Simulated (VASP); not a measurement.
Set up this calculation in VASP 6.6.1, as the native input.

* Task: single point
* Functional: LDA
* Potentials or basis: VASP PAW LDA potentials, release 64 (Ir)
* Cutoff: 520 eV
* k mesh: 23 × 23 × 23
* Occupations: fermi-dirac, width 0.05 eV
* Spin: no spin polarisation
* Dipole correction: no
* Further INCAR settings: ALGO = Normal; EDIFF = 1e-06; NBANDS = 10

The structure of Ir lies in POSCAR:

```
Ir
1.0
    0.0000000000      1.9053930143      1.9053930143
    1.9053930143      0.0000000000      1.9053930143
    1.9053930143      1.9053930143      0.0000000000
Ir
1
Direct
    0.0000000000      0.0000000000      0.0000000000
```

The input as run:

INCAR

```
PREC     = Accurate       # precision mode
ENCUT    = 520            # plane-wave cutoff, eV
EDIFF    = 1E-6           # SCF threshold, eV
ISMEAR   = -1             # smearing method
SIGMA    = 0.05           # smearing width, eV
LREAL    = F              # projectors in reciprocal space
LASPH    = T              # aspherical terms in the spheres
NELM     = 100            # most SCF steps
ALGO     = Normal         # electronic algorithm
ISIF     = 2              # what is computed and relaxed
LWAVE    = F              # write WAVECAR
LCHARG   = F              # write CHGCAR
GGA      = CA             # functional
NBANDS   = 10             # bands
```

KPOINTS

```
Automatic mesh
0
Gamma
  23 23 23
```

Potentials or basis: VASP PAW LDA potentials, release 64 (Ir).

The run is started by

```sh
$ cat potpaw_LDA.64/Ir/POTCAR > POTCAR
$ mpirun -np 1 vasp_std > vasp.out
```

Results of the run:

```json
{
 "Pressure": "2.7 GPa",
 "Band gap on the k mesh": "zero (an odd number of electrons rules out a gap without spin polarisation)"
}
```

Caveat: spin-orbit coupling is left out, which moves the levels of the heavy elements.

It took 46 s on 1 thread of Intel Xeon 8259CL, on a shared host, peak memory 0.17 GiB.
